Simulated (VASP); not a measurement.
A run of VASP 6.6.1 is set up as follows.

The input INCAR:

```
ALGO = Normal
EDIFF = 1E-7
ENCUT = 520
GGA = RP
ISIF = 2
ISMEAR = -1
ISPIN = 2
LASPH = T
LCHARG = F
LMAXMIX = 4
LORBIT = 11
LREAL = F
LWAVE = F
MAGMOM = 1.944
NBANDS = 14
NELM = 150
PREC = Accurate
SIGMA = 0.05
```

The input KPOINTS:

```
k-points
0
Gamma
  15 15 15
```

Contents of POSCAR:

```
Co
1.0
    2.3006551718      0.0000000000      0.0000000000
    0.0000000000      2.3006551718      0.0000000000
    0.0000000000      0.0000000000      2.3006551718
Co
1
Direct
    0.0000000000      0.0000000000      0.0000000000
```

Potentials or basis: VASP PAW PBE potentials, release 64 (Co).

The run is started by

```console
$ cat potpaw_PBE.64/Co/POTCAR > POTCAR
$ mpirun -np 1 vasp_std > vasp.out
```

Question: Estimate the net moment.

Answer: 1.80 μB per cell.

Question: What does it give for the site moments?

Answer: Co +1.81 μB.
